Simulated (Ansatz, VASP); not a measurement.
## CdCl: VASP beside Ansatz

```xyz
2
Lattice="0.0000 3.2822 3.2822 3.2822 0.0000 3.2822 3.2822 3.2822 0.0000" Properties=species:S:1:pos:R:3 pbc="T T T"
Cd    0.0000    0.0000    0.0000
Cl    1.6411    1.6411    1.6411
```

Alike in both runs: functional PBE; k mesh 14 × 14 × 14; occupations gaussian, width 0.1 eV; no spin polarisation.

Ansatz relaxed the structure, and its values are those at the end. VASP's run is a single point on that final structure, the one shown.

|  | VASP | Ansatz |
| --- | --- | --- |
| version | VASP 6.6.1 | Ansatz 0.2.0 |
| potentials or method | VASP PAW PBE potentials, release 64 (Cd, Cl), cutoff 520 eV | scalar-relativistic, plane waves, PAW |
| valence electrons in the cell | 19 | 27 |

```csv
,VASP,Ansatz,Ansatz less VASP
gap on the k mesh at the Fermi level (eV),none,none,-
pressure (GPa),0.1,0.0,-0.07
```

A gap of «none» marks a metal or a gap that the smearing closes. VASP's potentials hold 19 valence electrons a cell and Ansatz's 27, so a difference there can come from the potentials and not from the codes.
